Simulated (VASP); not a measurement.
# AlN (P1) in VASP: single point with PBE

Aim: the single point of AlN with PBE.

Everything below comes from runs of VASP 6.6.1. Logs are shortened: lines on timing, memory, paths and dates and some standing lists are left out, and cuts for length are marked.

**1. The cell of the first run**

The typed cell holds 2 atoms: a = 3.132 Å, b = 3.013 Å, c = 3.316 Å, α = 60.81°, β = 57.91°, γ = 56.29°.

**2. Single point, PBE**

Input file INCAR:

```
PREC = Accurate
ENCUT = 520
EDIFF = 1E-6
ISMEAR = 0
SIGMA = 0.05
LREAL = F
LASPH = T
NELM = 60
ALGO = Normal
ISIF = 2
LWAVE = F
LCHARG = F
GGA = PE
NBANDS = 11
```

Input file KPOINTS:

```
regular mesh
0
Gamma
  8 8 8
```

Input file POSCAR:

```
AlN
1.0
    0.1079926311      2.2420678888      2.1840838527
    2.0842989918      0.1190569458      2.1730195380
    2.2699177645      2.4166223467     -0.0665618268
Al N
1 1
Direct
   -0.0015397778      0.0040007118     -0.0016208050
    0.7515397778      0.7459992882      0.7516208050
```

Potentials or basis: VASP PAW PBE potentials, release 64 (Al, N).

Command:

```sh
$ cat potpaw_PBE.64/Al/POTCAR potpaw_PBE.64/N/POTCAR > POTCAR
$ mpirun -np 1 vasp_std > vasp.out
```

OUTCAR:

```text
PREC = Accurate
   ENCUT = 520
   EDIFF = 1E-6
   ISMEAR = 0
   LREAL = F
   LASPH = T
   NELM = 60
   ISIF = 2
   GGA = PE

 ion  position               nearest neighbor table
   1  0.998  0.004  0.998-   2 1.80   2 1.84   2 1.96   2 2.04
   2  0.752  0.746  0.752-   1 1.80   1 1.84   1 1.96   1 2.04

  Warning from LATTYP: Got some problem with cell dimensions!
  Tried to take original basis but could not verify dimensions!
  LATTYP: Found a triclinic cell.
 ALAT       =     3.1318928944
 B/A-ratio  =     2.5972673454
 C/A-ratio  =     1.8500293374
 COS(alpha) =     0.0058118022
 COS(beta)  =     0.3195054024
 COS(gamma) =     0.9384641705

  Lattice vectors:

 A1 = (  -0.1079926311,  -2.2420678888,  -2.1840838527)
 A2 = (   1.9459398712,  -4.3095813197,  -6.6188133849)
 A3 = (  -2.4555365372,  -4.7141877476,   2.3061431916)

Analysis of symmetry for initial positions (statically):
=====================================================================
 Subroutine PRICEL returns:
 Original cell was already a primitive cell.

 Routine SETGRP: Setting up the symmetry group for a
 triclinic supercell.

 Subroutine GETGRP returns: Found  1 space group operations
 (whereof  1 operations were pure point group operations)
 out of a pool of  2 trial point group operations.

The static configuration has the point symmetry C_1 .

Analysis of symmetry for dynamics (positions and initial velocities):
=====================================================================
 Subroutine PRICEL returns:
 Original cell was already a primitive cell.

 Routine SETGRP: Setting up the symmetry group for a
 triclinic supercell.

 Subroutine GETGRP returns: Found  1 space group operations
 (whereof  1 operations were pure point group operations)
 out of a pool of  2 trial point group operations.

The dynamic configuration has the point symmetry C_1 .

 Subroutine INISYM returns: Found  1 space group operations
 (whereof  1 operations are pure point group operations),
 and found     1 'primitive' translations

----------------------------------------------------------------------------------------

                                     Primitive cell

  volume of cell :      21.2132

  direct lattice vectors                    reciprocal lattice vectors
     0.107992631  2.242067889  2.184083853    -0.247925914  0.239064348  0.224705509
     2.084298992  0.119056946  2.173019538     0.255847871 -0.234047110  0.227610228
     2.269917765  2.416622347 -0.066561827     0.217413476  0.203534672 -0.219688271

  length of vectors
     3.131892894  3.013385265  3.316175614     0.411231792  0.414780182  0.370078260

  position of ions in fractional coordinates (direct lattice)
     0.998460222  0.004000712  0.998379195
     0.751539778  0.745999288  0.751620805

  ion indices of the primitive-cell ions
   primitive index   ion index
                 1           1
                 2           2

----------------------------------------------------------------------------------------

 KPOINTS: regular mesh

Automatic generation of k-mesh.
 Grid dimensions read from file:
 generate k-points for:    8    8    8

 Generating k-lattice:

  Cartesian coordinates                     Fractional coordinates (reciprocal lattice)
    -0.030990739  0.029883043  0.028088189     0.125000000  0.000000000 -0.000000000
     0.031980984 -0.029255889  0.028451279     0.000000000  0.125000000 -0.000000000
     0.027176684  0.025441834 -0.027461034    -0.000000000 -0.000000000  0.125000000

  Length of vectors
     0.051403974  0.051847523  0.046259782

  Shift w.r.t. Gamma in fractional coordinates (k-lattice)
     0.000000000  0.000000000  0.000000000

 Subroutine IBZKPT returns following result:
 ===========================================

 Found    260 irreducible k-points:

 Following reciprocal coordinates:
            Coordinates               Weight
  0.000000  0.000000  0.000000      1.000000
  0.125000  0.000000 -0.000000      2.000000
  0.250000  0.000000 -0.000000      2.000000
  0.375000  0.000000 -0.000000      2.000000
  0.500000  0.000000 -0.000000      1.000000
 -0.000000  0.125000  0.000000      2.000000
[... 16 lines left out ...]
  0.125000  0.375000  0.000000      2.000000
  0.250000  0.375000  0.000000      2.000000
 [... further k-points ...]
   k-points           NKPTS =    260   k-points in BZ     NKDIM =    260   number of bands    NBANDS=     11
   number of dos      NEDOS =    301   number of ions     NIONS =      2
   total plane-waves  NPLWV =  16128
   dimension x,y,z NGX =    24 NGY =   24 NGZ =   28
   dimension x,y,z NGXF=    48 NGYF=   48 NGZF=   56
   ions per type =               1   1
   NGX,Y,Z   is equivalent  to a cutoff of  12.74, 13.24, 14.04 a.u.
   NGXF,Y,Z  is equivalent  to a cutoff of  25.48, 26.48, 28.07 a.u.
 SYSTEM =  unknown system
   PREC   = accura    normal or accurate (medium, high low for compatibility)
   ISTART =      0    job   : 0-new  1-cont  2-samecut
   ICHARG =      2    charge: 1-file 2-atom 10-const
   ISPIN  =      1    spin polarized calculation?
   LNONCOLLINEAR =      F non collinear calculations
   LSORBIT =      F    spin-orbit coupling
   LASPH  =      T    aspherical Exc in radial PAW
   ENCUT  =  520.0 eV  38.22 Ry    6.18 a.u.   5.82  5.60  6.17*2*pi/ulx,y,z
   NELM   =     60;   NELMIN=  2; NELMDL= -5     # of ELM steps
   EDIFF  = 0.1E-05   stopping-criterion for ELM
   LREAL  =      F    real-space projection
   EDIFFG = 0.1E-04   stopping-criterion for IOM
   NSW    =      0    number of steps for IOM
   IBRION =     -1    ionic relax: 0-MD 1-quasi-New 2-CG
   NFREE  =      0    steps in history (QN), initial steepest desc. (CG)
   ISIF   =      2    stress and relaxation
   ISYM   =      2    0-nonsym 1-usesym 2-fastsym
   POTIM  = 0.5000    time-step for ionic-motion
   TEBEG  =    0.0;   TEEND  =   0.0 temperature during run
   PSTRESS=    0.0 pullay stress
   NELECT =       8.0000    total number of electrons
   NUPDOWN=      -1.0000    fix difference up-down
   EMIN   =  10.00;   EMAX   =-10.00  energy-range for DOS
   EFERMI =   0.00;   METHOD = LEGACY
   ISMEAR =     0;   SIGMA  =   0.05  broadening in eV -4-tet -1-fermi 0-gaus
   EFERMI_NEDOS =   21; number of points for ismear=-14 and -15
   IALGO  =     38    algorithm
   IMIX   =      4    mixing-type and parameters
     AMIX     =   0.40;   BMIX     =  1.00
     AMIX_MAG =   1.60;   BMIX_MAG =  1.00
  volume/ion in A,a.u.               =      10.61        71.58
  Fermi-wavevector in a.u.,A,eV,Ry     =   1.182777  2.235125 19.034040  1.398962
  Thomas-Fermi vector in A             =   2.319025
   LORBIT       =      0    0 simple, 1 ext, 2 COOP (PROOUT), +10 PAW based schemes
   GGA     = PE    functional components
   LHFCALC =     F    Hartree Fock is set to
   AEXX    =    0.0000 exact exchange contribution
   IVDW    =     0    specifies the selected vdW correction
   LEPSILON=     F    determine dielectric tensor
   LRPA    =     F    only Hartree local field effects (RPA)
 non-spin polarized calculation
 Gauss-broadening in eV      SIGMA  =   0.05
  energy-cutoff  :      520.00
  volume of cell :       21.21
 maximum number of plane-waves:       585
   NGX = 11   NGY = 11   NGZ = 13

 number of electron       8.0000000 magnetization

 Free energy of the ion-electron system (eV)
  ---------------------------------------------------
  ext. energy  EPLUGINS =         0.00000000
  ---------------------------------------------------
  free energy    TOTEN  =       -14.52970088 eV

  energy without entropy =      -14.52970088  energy(sigma->0) =      -14.52970088

 E-fermi :   6.5118     XC(G=0): -10.8505

 val. band max:        6.2176694999   @ k =   0.0000   0.0000   0.0000
 cond. band min:       8.8339110062   @ k =   0.5000   0.5000   0.0000
 fundamental gap:      2.6162415063
 Fermi energy:         6.5118117160

 k-point     1 :       0.0000    0.0000    0.0000
  band No.  band energies     occupation
      1      -9.0995      2.00000
      2       5.4312      2.00000
      3       5.7803      2.00000
      4       6.2177      2.00000
      5       9.4299      0.00000
      6      16.5642      0.00000
      7      18.7411      0.00000
      8      20.0778      0.00000
      9      22.4851      0.00000
     10      23.6202      0.00000
     11      24.1902      0.00000

 k-point     2 :       0.1250    0.0000   -0.0000
  band No.  band energies     occupation
      1      -8.8522      2.00000
      2       4.8263      2.00000
      3       5.3601      2.00000
      4       5.8881      2.00000
      5      10.2997      0.00000
      6      16.8116      0.00000
      7      18.4906      0.00000
      8      19.4934      0.00000
      9      20.8068      0.00000
     10      22.3128      0.00000
     11      24.2210      0.00000

 k-point     3 :       0.2500    0.0000   -0.0000
  band No.  band energies     occupation
      1      -8.1726      2.00000
      2       2.8370      2.00000
      3       5.1142      2.00000
      4       5.6609      2.00000
      5      11.4705      0.00000
      6      16.2098      0.00000
      7      17.6452      0.00000
      8      18.6234      0.00000
      9      20.6149      0.00000
     10      22.5309      0.00000
     11      23.5438      0.00000

 k-point     4 :       0.3750    0.0000   -0.0000
  band No.  band energies     occupation
      1      -7.3084      2.00000
      2       1.0202      2.00000
      3       4.9000      2.00000
      4       5.4991      2.00000
      5      12.0538      0.00000
      6      15.2441      0.00000
      7      16.6412      0.00000
      8      17.7704      0.00000
      9      22.4179      0.00000
     10      23.1701      0.00000
     11      25.5857      0.00000

 k-point     5 :       0.5000    0.0000   -0.0000
  band No.  band energies     occupation
      1      -6.8543      2.00000
      2       0.2265      2.00000
      3       4.8182      2.00000
      4       5.4421      2.00000
      5      12.1577      0.00000
      6      14.9856      0.00000
      7      16.1647      0.00000
      8      17.4051      0.00000
      9      23.3610      0.00000
     10      24.6583      0.00000
     11      27.2758      0.00000
[... 211 lines left out ...]
 k-point    21 :      -0.1250    0.2500    0.0000
  band No.  band energies     occupation
      1      -7.6230      2.00000
      2       2.0682      2.00000
      3       4.7045      2.00000
      4       5.4109      2.00000
      5      12.1476      0.00000
      6      15.3860      0.00000
      7      16.8945      0.00000
      8      17.6554      0.00000
      9      19.8629      0.00000
     10      23.6319      0.00000
     11      26.1717      0.00000

 k-point    22 :       0.0000    0.3750    0.0000
  band No.  band energies     occupation
      1      -7.2609      2.00000
      2       1.0632      2.00000
      3       4.9783      2.00000
      4       5.3862      2.00000
      5      12.0859      0.00000
      6      15.4714      0.00000
      7      16.3251      0.00000
      8      17.3821      0.00000
      9      21.8871      0.00000
     10      23.6991      0.00000
     11      25.4137      0.00000

 k-point    23 :       0.1250    0.3750    0.0000
  band No.  band energies     occupation
      1      -7.4769      2.00000
      2       1.7878      2.00000
      3       4.6056      2.00000
      4       4.9543      2.00000
      5      12.0354      0.00000
      6      15.5379      0.00000
      7      16.9877      0.00000
      8      17.9569      0.00000
      9      22.4656      0.00000
     10      23.6251      0.00000
     11      25.4315      0.00000

 k-point    24 :       0.2500    0.3750    0.0000
  band No.  band energies     occupation
      1      -7.3930      2.00000
      2       1.9898      2.00000
      3       4.0439      2.00000
      4       4.8084      2.00000
      5      10.8900      0.00000
      6      16.2023      0.00000
      7      17.1764      0.00000
      8      18.8571      0.00000
      9      21.5428      0.00000
     10      25.7473      0.00000
     11      28.5340      0.00000

 [... further k-points ...]

------------------------ aborting loop because EDIFF is reached ----------------------------------------

  FORCE on cell =-STRESS in cart. coord.  units (eV):
  Direction    XX          YY          ZZ          XY          YZ          ZX
  --------------------------------------------------------------------------------------
  -------------------------------------------------------------------------------------
  Total        1.2399003      0.3159992      0.5062340     -3.9452775      0.2925868      1.1292726
  in kB       93.6465930     23.8666372     38.2345949   -297.9770111     22.0983517     85.2911549
  external PRESSURE =      51.9159417 kB  Pullay stress =       0.0000000 kB

 VOLUME and BASIS-vectors are now :
 -----------------------------------------------------------------------------
  energy-cutoff  :      520.00
  volume of cell :       21.21
      direct lattice vectors                 reciprocal lattice vectors
     0.107992631  2.242067889  2.184083853    -0.247925914  0.239064348  0.224705509
     2.084298992  0.119056946  2.173019538     0.255847871 -0.234047110  0.227610228
     2.269917765  2.416622347 -0.066561827     0.217413476  0.203534672 -0.219688271

 POSITION                                       TOTAL-FORCE (eV/Angst)
 -----------------------------------------------------------------------------------
      2.38240      4.65180      2.12296        -0.273633      0.389628     -1.272542
      3.34216      3.59020      3.21247         0.273633     -0.389628      1.272542
 -----------------------------------------------------------------------------------
    total drift:                               -0.000029     -0.000048      0.000193

  FREE ENERGIE OF THE ION-ELECTRON SYSTEM (eV)
  ---------------------------------------------------
  free  energy   TOTEN  =       -14.5297008824 eV

  energy  without entropy=      -14.5297008824  energy(sigma->0) =      -14.52970088
```

Run time: 33 s. Hardware: 1 thread of Intel Xeon 6975P-C, shared host; peak memory 0.18 GiB.

Results:

| Quantity | Value |
| --- | --- |
| Free energy | -14.5297 eV |
| Pressure | 5.2 GPa |
| Largest force | 1.359 eV/Å |
| Band gap on the k mesh | 2.62 eV, indirect (least direct gap 3.21 eV) |

Forces in eV/Å, atoms in the order of the input:
```
Al  -0.274  0.390 -1.273
N    0.274 -0.390  1.273
```

Levels at points of the mesh, in eV from the valence-band top:
```tsv
k point	band 1	band 2	band 3	band 4	band 5	band 6	band 7	band 8	band 9
(0.00, 0.00, 0.00)	-15.32	-0.79	-0.44	0.00	3.21	10.35	12.52	13.86	16.27
(0.50, 0.00, 0.00)	-13.07	-5.99	-1.40	-0.78	5.94	8.77	9.95	11.19	17.14
(0.00, 0.50, 0.00)	-13.01	-5.96	-1.35	-0.87	6.06	8.98	9.51	10.78	16.64
(0.50, 0.50, 0.00)	-12.77	-5.33	-2.84	-1.29	2.62	8.78	12.88	14.28	16.34
(0.00, 0.00, 0.50)	-13.69	-6.44	-0.75	-0.30	7.41	9.08	10.91	12.92	17.37
(0.50, 0.00, 0.50)	-12.79	-5.52	-2.04	-1.69	3.05	8.65	12.16	14.68	16.12
(0.00, 0.50, 0.50)	-12.51	-4.90	-2.50	-2.30	2.77	7.61	12.74	14.89	15.40
(0.50, 0.50, 0.50)	-13.45	-6.30	-1.00	-0.44	6.73	8.87	10.57	12.47	17.34
```

Caveat: forces of over 1 eV/Å act on the atoms, so gaps and moduli don't describe the material at rest.
